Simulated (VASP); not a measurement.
**Li2S: single point with PBEsol+D3(BJ)**

Li2S:

```xyz
3
Lattice="0.0000 2.8273 2.8273 2.8273 0.0000 2.8273 2.8273 2.8273 0.0000" Properties=species:S:1:pos:R:3 pbc="T T T"
Li    1.4137    1.4137    1.4137
Li    4.2410    4.2410    4.2410
S     0.0000    0.0000    0.0000
```

```
Program             : VASP 6.6.1
Task                : single point
Functional          : PBEsol
Dispersion          : D3(BJ)
Potentials or basis : VASP PAW PBE potentials, release 64 (Li_sv, S)
Cutoff              : 750 eV
k mesh              : 6 × 6 × 6
Occupations         : gaussian, width 0.01 eV
Spin                : no spin polarisation
```

```yaml
Pressure: -2.5 GPa
Band_gap_on_the_k_mesh: 3.20 eV (least direct gap 4.22 eV)
Dispersion_energy_per_atom: -0.230 eV
```

Levels at points of the mesh, in eV from the valence-band top:
| k point | band 4 | band 5 | band 6 | band 7 | band 8 | band 9 |
| --- | --- | --- | --- | --- | --- | --- |
| (0.00, 0.00, 0.00) | 0.00 | 0.00 | 0.00 | 4.22 | 6.16 | 6.16 |
| (0.50, 0.00, 0.00) | -3.00 | -0.53 | -0.53 | 6.11 | 6.49 | 6.49 |
| (0.50, 0.50, 0.00) | -2.24 | -1.49 | -1.49 | 3.20 | 7.08 | 11.13 |

Wall time 12 s on 1 thread of Intel(R) Xeon(R) Platinum 8488C (Sapphire Rapids), on a shared host, peak memory 0.2 GiB.

Caveat: the PAW data sets were made with another functional, which shifts forces and pressure a little. A k mesh can miss the band edges.
